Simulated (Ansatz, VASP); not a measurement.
# Ir in VASP and in Ansatz

```
Ir
1.0
     0.00000    1.91590    1.91590
     1.91590    0.00000    1.91590
     1.91590    1.91590    0.00000
Ir
1
Direct
  0.00000 0.00000 0.00000
```

Alike in both runs: functional PBEsol; k mesh 10 × 10 × 10; occupations gaussian, width 0.1 eV; no spin polarisation.

Ansatz relaxed the structure, and its values are those at the end. VASP's run is a single point on that final structure, the one shown.

```csv
,VASP,Ansatz
version,VASP 6.6.1,Ansatz 0.2.0
potentials or method,"VASP PAW PBE potentials, release 64 (Ir_sv_GW), cutoff 560 eV","scalar-relativistic, plane waves, PAW"
valence electrons in the cell,17,17
```

VASP gave:

```
gap on the k mesh at the Fermi level (eV) : none
pressure (GPa)                            : -2.3
```

Problem. Estimate Ansatz's values.

Solution. gap on the k mesh at the Fermi level (eV): none; pressure (GPa): -0.4.

VASP's potentials were made for PBE, not for PBEsol. A gap of «none» marks a metal or a gap that the smearing closes. The functional is the same, so the differences come from potentials, cutoffs and numerics.

Spin-orbit coupling is off throughout.
